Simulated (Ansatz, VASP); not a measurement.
**Two plane-wave programs on HfO2**

The input INCAR:

```
PREC     = Accurate       # precision mode
ENCUT    = 520            # plane-wave cutoff, eV
EDIFF    = 1E-6           # SCF threshold, eV
ISMEAR   = 0              # smearing method
SIGMA    = 0.05           # smearing width, eV
LREAL    = F              # projectors in reciprocal space
LASPH    = T              # aspherical terms in the spheres
NELM     = 100            # most SCF steps
ALGO     = Normal         # electronic algorithm
ISIF     = 2              # what is computed and relaxed
LWAVE    = F              # write WAVECAR
LCHARG   = F              # write CHGCAR
GGA      = PS             # functional
NBANDS   = 18             # bands
```

The input KPOINTS:

```
regular mesh
0
Gamma
  8 8 8
```

File POSCAR:

```
HfO2
1.0
    0.0000000000      2.4712605848      2.5216944743
    2.4460436401      0.0000000000      2.5216944743
    2.4460436401      2.4712605848      0.0000000000
Hf O
1 2
Direct
    0.0000000000      0.0000000000      0.0000000000
    0.2500000000      0.2500000000      0.2500000000
    0.7500000000      0.7500000000      0.7500000000
```

Input for Ansatz:

```yaml
crystal:
  lattice:
    - [0.0, 2.4712605848, 2.5216944743]
    - [2.4460436401, 0.0, 2.5216944743]
    - [2.4460436401, 2.4712605848, 0.0]
  atoms:
    - { symbol: Hf, position: [0.0, 0.0, 0.0] }
    - { symbol: O, position: [0.25, 0.25, 0.25] }
    - { symbol: O, position: [0.75, 0.75, 0.75] }
basis:
  ecutwfc: 520.0
kpoints:
  mp_grid: { grid: [8, 8, 8] }
hamiltonian:
  xc: pbesol
scf:
  occupations: { method: gaussian, width: 0.05 }
output:
  forces: true
  stress: true
  eigenvalues: true
  write_density: true
  write_potential: true
  elf: true
  volumetric_format: npy
```

Change from the starting cell: normal strain along x -0.0300, normal strain along y -0.0200.

Alike in both runs: task single point; functional PBEsol; k mesh 8 × 8 × 8; occupations gaussian, width 0.05 eV; no spin polarisation.

```csv
,VASP,Ansatz
version,VASP 6.6.1,Ansatz 0.2.0
potentials or method,"VASP PAW PBE potentials, release 64 (Hf_pv, O), cutoff 520 eV","scalar-relativistic, plane waves, PAW"
valence electrons in the cell,22,38
```

```tsv
	VASP	Ansatz	Ansatz less VASP
gap on the k mesh at the Fermi level (eV)	3.56	3.54	-0.020
least direct gap on the mesh (eV)	3.65	3.62	-0.032
pressure (GPa)	10.9	15.0	+4.12
traceless stress, the component that is largest in VASP (GPa)	-8.62	-8.45	+0.169
```

VASP's potentials were made for PBE, not for PBEsol. One of these differences is far larger than is usual between the two programs; its cause wasn't traced. VASP's potentials hold 22 valence electrons a cell and Ansatz's 38, so a difference there can come from the potentials and not from the codes.

Spin-orbit coupling is off throughout.
